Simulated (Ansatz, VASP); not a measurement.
**Two plane-wave programs on SiO2**

INCAR

```
SYSTEM = SiO2
PREC = Accurate
ENCUT = 600
EDIFF = 1E-7
ISMEAR = 0
SIGMA = 0.01
LREAL = .False.
LASPH = .True.
NELM = 60
ALGO = Normal
ISIF = 3
LWAVE = .False.
LCHARG = .False.
GGA = RP
IBRION = 2
NSW = 80
EDIFFG = -0.002
```

Contents of KPOINTS:

```
Automatic mesh
0
Gamma
  4 4 3
  0 0 0
```

POSCAR

```
SiO2
1.0
    4.9820000000      0.0000000000      0.0000000000
    0.0000000000      4.9820000000      0.0000000000
    0.0000000000      0.0000000000      6.9630000000
Si O
4 8
Direct
    0.2989700000      0.2989700000      0.0000000000
    0.2010300000      0.7989700000      0.2500000000
    0.7010300000      0.7010300000      0.5000000000
    0.7989700000      0.2010300000      0.7500000000
    0.2398900000      0.1034700000      0.1781300000
    0.3965300000      0.7398900000      0.4281300000
    0.7601100000      0.8965300000      0.6781300000
    0.6034700000      0.2601100000      0.9281300000
    0.7398900000      0.3965300000      0.5718700000
    0.8965300000      0.7601100000      0.3218700000
    0.2601100000      0.6034700000      0.0718700000
    0.1034700000      0.2398900000      0.8218700000
```

Input for Ansatz:

```yaml
crystal:
  lattice:
    - [4.982, 0.0, 0.0]
    - [0.0, 4.982, 0.0]
    - [0.0, 0.0, 6.963]
  atoms:
    - { symbol: Si, position: [0.29897, 0.29897, 0.0] }
    - { symbol: Si, position: [0.20103, 0.79897, 0.25] }
    - { symbol: Si, position: [0.70103, 0.70103, 0.5] }
    - { symbol: Si, position: [0.79897, 0.20103, 0.75] }
    - { symbol: O, position: [0.23989, 0.10347, 0.17813] }
    - { symbol: O, position: [0.39653, 0.73989, 0.42813] }
    - { symbol: O, position: [0.76011, 0.89653, 0.67813] }
    - { symbol: O, position: [0.60347, 0.26011, 0.92813] }
    - { symbol: O, position: [0.73989, 0.39653, 0.57187] }
    - { symbol: O, position: [0.89653, 0.76011, 0.32187] }
    - { symbol: O, position: [0.26011, 0.60347, 0.07187] }
    - { symbol: O, position: [0.10347, 0.23989, 0.82187] }
scf:
  occupations: { method: fixed }
output:
  forces: true
  stress: true
hamiltonian:
  xc: rpbe
kpoints:
  mp_grid: { grid: [4, 4, 3] }
relax:
  f_tol: 0.002
  cell: { stress_tol: 0.02 }
```

Alike in both runs: task relaxation of cell and atoms; functional RPBE; k mesh 4 × 4 × 3; no spin polarisation.

|  | VASP | Ansatz |
| --- | --- | --- |
| version | VASP 6.6.1 | Ansatz 0.2.0 |
| potentials or method | VASP PAW PBE potentials, release 64 (Si, O) | scalar-relativistic, plane waves, PAW |
| plane-wave cutoff (eV) | 600 | 420 |
| occupations | gaussian, width 0.01 eV | fixed |
| valence electrons in the cell | 64 | 64 |

```tsv
	VASP	Ansatz	Ansatz less VASP
relaxed volume (Å³/atom)	15.79	15.80	+0.009
relaxed cell length with the largest relative difference (Å)	7.181	7.184	+0.0028
```

VASP's potentials were made for PBE, not for RPBE.
